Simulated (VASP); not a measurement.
# CaSe in VASP: single point with PBEsol

Aim: the single point of CaSe with PBEsol.

Everything below comes from runs of VASP 6.6.1. Logs are shortened: lines on timing, memory, paths and dates and some standing lists are left out, and cuts for length are marked.

### 1 The cell of the first run

The cell holds a slab with vacuum, 8 atoms: a = 4.180 Å, b = 4.180 Å, c = 28.868 Å, α = 90.00°, β = 90.00°, γ = 90.00°.

### 2 Single point, PBEsol

INCAR reads:

```
PREC = Accurate ; ENCUT = 520
EDIFF = 1E-6 ; ISMEAR = 0
SIGMA = 0.05 ; LREAL = False
LASPH = True ; NELM = 100
ALGO = Normal ; ISIF = 2
LWAVE = False ; LCHARG = False
LDIPOL = True ; IDIPOL = 3
DIPOL = 0.5 0.5 0.499 ; GGA = PS
NBANDS = 42
```

KPOINTS reads:

```
regular mesh
0
Gamma
  6 6 1
```

POSCAR reads:

```
CaSe
1.0
    4.1804152900      0.0000000000      0.0000000000
    0.0000000000      4.1804152900      0.0000000000
    0.0000000000      0.0000000000     28.8679999561
Ca Se
4 4
Direct
    0.5000000000      0.5000000000      0.3464043237
    0.0000000000      0.0000000000      0.4488014381
    0.5000000000      0.5000000000      0.5510463095
    0.0000000000      0.0000000000      0.6488332088
    0.0000000000      0.0000000000      0.3464043237
    0.5000000000      0.5000000000      0.4488014381
    0.0000000000      0.0000000000      0.5497983264
    0.5000000000      0.5000000000      0.6534577402
```

Potentials or basis: VASP PAW PBE potentials, release 64 (Ca_sv, Se).

Command:

```sh
> cat potpaw_PBE.64/Ca_sv/POTCAR potpaw_PBE.64/Se/POTCAR > POTCAR
> mpirun -np 1 vasp_std > vasp.out
```

OUTCAR:

```text
PREC = Accurate
   ENCUT = 520
   EDIFF = 1E-6
   ISMEAR = 0
   LREAL = False
   LASPH = True
   NELM = 100
   ISIF = 2
   GGA = PS

 ion  position               nearest neighbor table
   1  0.500  0.500  0.346-   6 2.96   5 2.96   5 2.96   5 2.96   5 2.96
   2  0.000  0.000  0.449-   7 2.92   5 2.96   6 2.96   6 2.96   6 2.96   6 2.96
   3  0.500  0.500  0.551-   6 2.95   7 2.96   7 2.96   7 2.96   7 2.96   8 2.96
   4  0.000  0.000  0.649-   7 2.86   8 2.96   8 2.96   8 2.96   8 2.96
   5  0.000  0.000  0.346-   2 2.96   1 2.96   1 2.96   1 2.96   1 2.96
   6  0.500  0.500  0.449-   3 2.95   1 2.96   2 2.96   2 2.96   2 2.96   2 2.96
   7  0.000  0.000  0.550-   4 2.86   2 2.92   3 2.96   3 2.96   3 2.96   3 2.96
   8  0.500  0.500  0.653-   3 2.96   4 2.96   4 2.96   4 2.96   4 2.96

  LATTYP: Found a simple tetragonal cell.
 ALAT       =     4.1804152900
 C/A-ratio  =     6.9055340088

  Lattice vectors:

 A1 = (   4.1804152900,   0.0000000000,   0.0000000000)
 A2 = (   0.0000000000,   4.1804152900,   0.0000000000)
 A3 = (   0.0000000000,   0.0000000000,  28.8679999561)

Analysis of symmetry for initial positions (statically):
=====================================================================
 Subroutine PRICEL returns:
 Original cell was already a primitive cell.

 Routine SETGRP: Setting up the symmetry group for a
 simple tetragonal supercell.

 Subroutine GETGRP returns: Found  8 space group operations
 (whereof  8 operations were pure point group operations)
 out of a pool of 16 trial point group operations.

The static configuration has the point symmetry C_4v.

Analysis of symmetry for dynamics (positions and initial velocities):
=====================================================================
 Subroutine PRICEL returns:
 Original cell was already a primitive cell.

 Routine SETGRP: Setting up the symmetry group for a
 simple tetragonal supercell.

 Subroutine GETGRP returns: Found  8 space group operations
 (whereof  8 operations were pure point group operations)
 out of a pool of 16 trial point group operations.

The dynamic configuration has the point symmetry C_4v.

 Subroutine INISYM returns: Found  8 space group operations
 (whereof  8 operations are pure point group operations),
 and found     1 'primitive' translations

----------------------------------------------------------------------------------------

                                     Primitive cell

  volume of cell :     504.4935

  direct lattice vectors                    reciprocal lattice vectors
     4.180415290  0.000000000  0.000000000     0.239210684  0.000000000  0.000000000
     0.000000000  4.180415290  0.000000000     0.000000000  0.239210684  0.000000000
     0.000000000  0.000000000 28.867999956     0.000000000  0.000000000  0.034640432

  length of vectors
     4.180415290  4.180415290 28.867999956     0.239210684  0.239210684  0.034640432

  position of ions in fractional coordinates (direct lattice)
     0.500000000  0.500000000  0.346404324
     0.000000000  0.000000000  0.448801438
     0.500000000  0.500000000  0.551046310
     0.000000000  0.000000000  0.648833209
     0.000000000  0.000000000  0.346404324
     0.500000000  0.500000000  0.448801438
     0.000000000  0.000000000  0.549798326
     0.500000000  0.500000000  0.653457740

  ion indices of the primitive-cell ions
   primitive index   ion index
                 1           1
                 2           2
                 3           3
                 4           4
                 5           5
                 6           6
                 7           7
                 8           8

----------------------------------------------------------------------------------------

 KPOINTS: regular mesh

Automatic generation of k-mesh.
 Grid dimensions read from file:
 generate k-points for:    6    6    1

 Generating k-lattice:

  Cartesian coordinates                     Fractional coordinates (reciprocal lattice)
     0.039868447  0.000000000  0.000000000     0.166666667  0.000000000  0.000000000
     0.000000000  0.039868447  0.000000000     0.000000000  0.166666667  0.000000000
     0.000000000  0.000000000  0.034640432     0.000000000  0.000000000  1.000000000

  Length of vectors
     0.039868447  0.039868447  0.034640432

  Shift w.r.t. Gamma in fractional coordinates (k-lattice)
     0.000000000  0.000000000  0.000000000

 Subroutine IBZKPT returns following result:
 ===========================================

 Found     10 irreducible k-points:

 Following reciprocal coordinates:
            Coordinates               Weight
  0.000000  0.000000  0.000000      1.000000
  0.166667  0.000000  0.000000      4.000000
  0.333333  0.000000  0.000000      4.000000
  0.500000  0.000000  0.000000      2.000000
  0.166667  0.166667  0.000000      4.000000
  0.333333  0.166667  0.000000      8.000000
  0.500000  0.166667  0.000000      4.000000
  0.333333  0.333333  0.000000      4.000000
  0.500000  0.333333  0.000000      4.000000
  0.500000  0.500000  0.000000      1.000000
   k-points           NKPTS =     10   k-points in BZ     NKDIM =     10   number of bands    NBANDS=     42
   number of dos      NEDOS =    301   number of ions     NIONS =      8
   total plane-waves  NPLWV = 221184
   dimension x,y,z NGX =    32 NGY =   32 NGZ =  216
   dimension x,y,z NGXF=    64 NGYF=   64 NGZF=  432
   ions per type =               4   4
   NGX,Y,Z   is equivalent  to a cutoff of  12.73, 12.73, 12.44 a.u.
   NGXF,Y,Z  is equivalent  to a cutoff of  25.45, 25.45, 24.88 a.u.
 SYSTEM =  unknown system
   PREC   = accura    normal or accurate (medium, high low for compatibility)
   ISTART =      0    job   : 0-new  1-cont  2-samecut
   ICHARG =      2    charge: 1-file 2-atom 10-const
   ISPIN  =      1    spin polarized calculation?
   LNONCOLLINEAR =      F non collinear calculations
   LSORBIT =      F    spin-orbit coupling
   LASPH  =      T    aspherical Exc in radial PAW
   ENCUT  =  520.0 eV  38.22 Ry    6.18 a.u.   7.77  7.77 53.68*2*pi/ulx,y,z
   NELM   =    100;   NELMIN=  2; NELMDL= -5     # of ELM steps
   EDIFF  = 0.1E-05   stopping-criterion for ELM
   LREAL  =      F    real-space projection
   EDIFFG = 0.1E-04   stopping-criterion for IOM
   NSW    =      0    number of steps for IOM
   IBRION =     -1    ionic relax: 0-MD 1-quasi-New 2-CG
   NFREE  =      0    steps in history (QN), initial steepest desc. (CG)
   ISIF   =      2    stress and relaxation
   ISYM   =      2    0-nonsym 1-usesym 2-fastsym
   POTIM  = 0.5000    time-step for ionic-motion
   TEBEG  =    0.0;   TEEND  =   0.0 temperature during run
   PSTRESS=    0.0 pullay stress
   NELECT =      64.0000    total number of electrons
   NUPDOWN=      -1.0000    fix difference up-down
   EMIN   =  10.00;   EMAX   =-10.00  energy-range for DOS
   EFERMI =   0.00;   METHOD = LEGACY
   ISMEAR =     0;   SIGMA  =   0.05  broadening in eV -4-tet -1-fermi 0-gaus
   EFERMI_NEDOS =   21; number of points for ismear=-14 and -15
   IALGO  =     38    algorithm
   IMIX   =      4    mixing-type and parameters
     AMIX     =   0.40;   BMIX     =  1.00
     AMIX_MAG =   1.60;   BMIX_MAG =  1.00
  volume/ion in A,a.u.               =      63.06       425.56
  Fermi-wavevector in a.u.,A,eV,Ry     =   0.822589  1.554468  9.206422  0.676653
  Thomas-Fermi vector in A             =   1.933951
   LORBIT       =      0    0 simple, 1 ext, 2 COOP (PROOUT), +10 PAW based schemes
   GGA     = PS    functional components
   LHFCALC =     F    Hartree Fock is set to
   AEXX    =    0.0000 exact exchange contribution
   IVDW    =     0    specifies the selected vdW correction
   LEPSILON=     F    determine dielectric tensor
   LRPA    =     F    only Hartree local field effects (RPA)
 non-spin polarized calculation
 Gauss-broadening in eV      SIGMA  =   0.05
  energy-cutoff  :      520.00
  volume of cell :      504.49
 maximum number of plane-waves:     13602
 NGX is ok and might be reduce to    32
   NGX = 15   NGY = 15   NGZ =107

 dipolmoment           0.000000      0.000000     -0.000004 electrons x Angstroem

 number of electron      64.0000006 magnetization

 dipolmoment           0.000000      0.000000      0.038750 electrons x Angstroem

 Free energy of the ion-electron system (eV)
  ---------------------------------------------------
  ext. energy  EPLUGINS =         0.00000000
  ---------------------------------------------------
  free energy    TOTEN  =       -39.30748156 eV

  energy without entropy =      -39.30748156  energy(sigma->0) =      -39.30748156

 E-fermi :  -1.4229     XC(G=0):  -4.2411

 val. band max:       -1.7510617243   @ k =   0.0000   0.0000   0.0000
 cond. band min:       0.3329926951   @ k =   0.0000   0.0000   0.0000
 fundamental gap:      2.0840544194
 Fermi energy:        -1.4228575299

 k-point     1 :       0.0000    0.0000    0.0000
  band No.  band energies     occupation
      1     -41.6924      2.00000
      2     -41.4914      2.00000
      3     -41.1785      2.00000
      4     -41.1301      2.00000
      5     -22.8684      2.00000
      6     -22.7320      2.00000
[... 34 lines left out ...]
     41       2.2156      0.00000
     42       2.5393      0.00000

 k-point     2 :       0.1667    0.0000    0.0000
  band No.  band energies     occupation
      1     -41.6918      2.00000
      2     -41.4908      2.00000
      3     -41.1778      2.00000
      4     -41.1296      2.00000
      5     -22.8674      2.00000
      6     -22.7476      2.00000
[... 349 lines left out ...]
     41       3.7015      0.00000
     42       3.7864      0.00000

 k-point    10 :       0.5000    0.5000    0.0000
  band No.  band energies     occupation
      1     -41.6879      2.00000
      2     -41.4869      2.00000
      3     -41.1736      2.00000
      4     -41.1255      2.00000
      5     -22.8598      2.00000
      6     -22.7732      2.00000
[... 34 lines left out ...]
     41       3.2401      0.00000
     42       3.3391      0.00000

------------------------ aborting loop because EDIFF is reached ----------------------------------------

 vacuum level on the upper side and lower side of the slab       (xc-potential included)         0.080        -0.311

  FORCE on cell =-STRESS in cart. coord.  units (eV):
  Direction    XX          YY          ZZ          XY          YZ          ZX
  --------------------------------------------------------------------------------------
  -------------------------------------------------------------------------------------
  Total       -3.1690187     -3.1690187     -0.5772379      0.0000000      0.0000000     -0.0000000
  in kB      -10.0642135    -10.0642135     -1.8332001      0.0000000      0.0000000     -0.0000000
  external PRESSURE =      -7.3205424 kB  Pullay stress =       0.0000000 kB

 VOLUME and BASIS-vectors are now :
 -----------------------------------------------------------------------------
  energy-cutoff  :      520.00
  volume of cell :      504.49
      direct lattice vectors                 reciprocal lattice vectors
     4.180415290  0.000000000  0.000000000     0.239210684  0.000000000  0.000000000
     0.000000000  4.180415290  0.000000000     0.000000000  0.239210684  0.000000000
     0.000000000  0.000000000 28.867999956     0.000000000  0.000000000  0.034640432

 POSITION                                       TOTAL-FORCE (eV/Angst)
 -----------------------------------------------------------------------------------
      2.09021      2.09021     10.00000        -0.000000     -0.000000      0.449522
      0.00000      0.00000     12.95600         0.000000     -0.000000     -0.125954
      2.09021      2.09021     15.90760         0.000000     -0.000000      0.006410
      0.00000      0.00000     18.73052         0.000000     -0.000000      0.007168
      0.00000      0.00000     10.00000        -0.000000     -0.000000     -0.248338
      2.09021      2.09021     12.95600         0.000000      0.000000     -0.090378
      0.00000      0.00000     15.87158         0.000000     -0.000000      0.001551
      2.09021      2.09021     18.86402         0.000000      0.000000      0.000018
 -----------------------------------------------------------------------------------
    total drift:                                0.000000      0.000000     -0.000165

  FREE ENERGIE OF THE ION-ELECTRON SYSTEM (eV)
  ---------------------------------------------------
  free  energy   TOTEN  =       -39.3074815582 eV

  energy  without entropy=      -39.3074815582  energy(sigma->0) =      -39.30748156

 vacuum level on the upper side and lower side of the slab         2.954         2.557
```

Wall time 5.8 min (1 thread of Intel Xeon Platinum 8375C at 2.90GHz (Ice Lake), shared host); peak memory 0.6 GiB.

Results:

* Free energy: -39.3075 eV
* Largest force: 0.450 eV/Å
* Band gap on the k mesh: 2.08 eV, direct

Forces on the atoms (eV/Å):
```
Ca   0.000  0.000  0.450
Ca   0.000  0.000 -0.126
Ca   0.000  0.000  0.006
Ca   0.000  0.000  0.007
Se   0.000  0.000 -0.248
Se   0.000  0.000 -0.090
Se   0.000  0.000  0.002
Se   0.000  0.000  0.000
```

Caveat: the PAW data sets were made with another functional, which shifts forces and pressure a little.
